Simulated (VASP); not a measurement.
Input of a VASP 6.6.1 run:

The input INCAR:

```
SYSTEM = Zr3SeS2
ALGO     = Fast           ! electronic algorithm
EDIFF    = 1E-6           ! SCF threshold, eV
EDIFFG   = -0.01          ! ionic threshold
ENCUT    = 600            ! plane-wave cutoff, eV
GGA      = PE             ! functional
IBRION   = 2              ! ionic algorithm
ISIF     = 3              ! what is computed and relaxed
ISMEAR   = 0              ! smearing method
LASPH    = .True.         ! aspherical terms in the spheres
LCHARG   = .False.        ! write CHGCAR
LREAL    = .False.        ! projectors in reciprocal space
LWAVE    = .False.        ! write WAVECAR
NELM     = 80             ! most SCF steps
NSW      = 100            ! ionic steps
PREC     = Accurate       ! precision mode
SIGMA    = 0.1            ! smearing width, eV
```

File KPOINTS:

```
k-points
0
Gamma
  8 8 10
  0 0 0
```

File POSCAR:

```
Zr3SeS2
1.0
    3.1173772525     -5.6676832144      0.0000000000
    3.1173772525      5.6676832144      0.0000000000
    0.0000000000      0.0000000000      3.8507426232
Zr Se S
3 1 2
Direct
    0.0000000000      0.5000000000      0.0000000000
    0.5000000000      0.0000000000      0.0000000000
    0.5000000000      0.5000000000      0.5000000000
    0.0000000000      0.0000000000      0.5000000000
    0.2815304715      0.7184695285      0.5000000000
    0.7184695285      0.2815304715      0.5000000000
```

Potentials or basis: VASP PAW PBE potentials, release 64 (Zr_sv, Se, S).

Command:

```console
$ cat potpaw_PBE.64/Zr_sv/POTCAR potpaw_PBE.64/Se/POTCAR potpaw_PBE.64/S/POTCAR > POTCAR
$ mpirun -np 1 vasp_std > vasp.out
```

Problem. Estimate the space group after relaxing (to 0.1 Å).

Solution. Cmmm (No. 65).

Problem. Predict the relaxed cell.

Solution. a = 6.468 Å, b = 6.468 Å, c = 3.854 Å, α = 90.00°, β = 90.00°, γ = 122.34°.

Problem. What does it give for the band gap on the k mesh?

Solution. Zero (bands 27 and 28 overlap by 0.97 eV).

Final structure:
```
Zr Se S
1.0
     3.11866   -5.66622    0.00000
     3.11866    5.66622    0.00000
     0.00000    0.00000    3.85415
Zr Se S
3 1 2
Cartesian
  4.6780 -2.8331 0.0000
  1.5593 -2.8331 0.0000
  3.1187 0.0000 1.9271
  3.1187 -5.6662 1.9271
  3.1187 2.4765 1.9271
  3.1187 -2.4765 1.9271
```
